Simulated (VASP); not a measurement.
**Si: single point with LDA**

The system is Si.

```xyz
4
Lattice="3.6499 0.0000 0.0000 -1.8249 3.1609 0.0000 0.0000 0.0000 6.0376" Properties=species:S:1:pos:R:3 pbc="T T T"
Si    0.0000    2.1073    0.3806
Si    1.8249    1.0536    3.3993
Si    0.0000    2.1073    2.6382
Si    1.8249    1.0536    5.6570
```

This cell differs from its parent crystal: strain -0.040 along x and y, -0.040 along z.

* Program: VASP 6.6.1
* Task: single point
* Functional: LDA
* Potentials or basis: VASP PAW LDA potentials, release 64 (Si)
* Cutoff: 520 eV
* k mesh: 12 × 12 × 6
* Occupations: gaussian, width 0.03 eV
* Spin: no spin polarisation

```yaml
Pressure: 15.4 GPa
Largest_force: 0.068 eV/Å
Band_gap_on_the_k_mesh: zero (bands 8 and 9 overlap by 0.03 eV)
```

Forces in eV/Å, atoms in the order of the input:
```
Si   0.000  0.000  0.068
Si   0.000  0.000  0.068
Si   0.000  0.000 -0.068
Si   0.000  0.000 -0.068
```

Stress tensor (GPa, compression positive):
```
15.31  0.00  0.00
 0.00 15.31  0.00
 0.00  0.00 15.50
```

Levels at points of the mesh, in eV from the Fermi level:
| k point | band 4 | band 5 | band 6 | band 7 | band 8 | band 9 | band 10 | band 11 | band 12 | band 13 |
| --- | --- | --- | --- | --- | --- | --- | --- | --- | --- | --- |
| (0.00, 0.00, 0.00) | -1.72 | -1.72 | -0.42 | 0.03 | 0.03 | 1.34 | 1.87 | 1.87 | 2.40 | 4.26 |
| (0.50, 0.00, 0.00) | -6.41 | -5.37 | -3.58 | -3.49 | -1.61 | 0.00 | 2.42 | 2.74 | 2.93 | 4.92 |
| (0.00, 0.00, 0.50) | -4.62 | -1.05 | -1.05 | -1.05 | -1.05 | 2.12 | 2.12 | 2.91 | 2.91 | 2.91 |
| (0.50, 0.00, 0.50) | -7.94 | -2.77 | -2.77 | -2.75 | -2.75 | 0.78 | 0.78 | 1.31 | 1.31 | 5.79 |

Run time: 36 s on 1 thread of AMD EPYC 9R45 (Zen 5), with other jobs on the host, peak memory 0.15 GiB.

Caveat: the cell differs from its parent crystal (strain -0.040 along x and y, -0.040 along z); the cell stands under pressure; semilocal functionals underestimate gaps, and a narrow one can read as zero.
